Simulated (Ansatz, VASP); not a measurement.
**Fe: VASP beside Ansatz**

```xyz
1
Lattice="0.0000 1.7596 1.7596 1.7596 0.0000 1.7596 1.7596 1.7596 0.0000" Properties=species:S:1:pos:R:3 pbc="T T T"
Fe    0.0000    0.0000    0.0000
```

Alike in both runs: task relaxation of cell and atoms; functional r2SCAN; k mesh 16 × 16 × 16; occupations fermi-dirac, width 0.05 eV; collinear spin.

```csv
,VASP,Ansatz
version,VASP 6.6.1,Ansatz 0.2.0
potentials or method,"VASP PAW PBE potentials, release 64 (Fe)","PAW with Ansatz's default frozen-core files, scalar-relativistic"
plane-wave cutoff (eV),600,500
valence electrons in the cell,8,16
```

VASP gave:

* net moment per atom (μB): 2.79
* size of the moment on the site where the two differ most (μB): 2.85
* relaxed volume (Å³/atom): 12.08
* relaxed length of the cell vector where the two differ most in proportion (Å): 2.576

**Question.** Estimate Ansatz's values.

**Answer.** net moment per atom (μB): 2.80; size of the moment on the site where the two differ most (μB): 2.92; relaxed volume (Å³/atom): 12.12; relaxed length of the cell vector where the two differ most in proportion (Å): 2.578.

VASP's potentials were made for PBE, not for r2SCAN. Site moments also hang on the region over which each program counts them. VASP's potentials hold 8 valence electrons a cell and Ansatz's 16, so a difference there can come from the potentials and not from the codes.
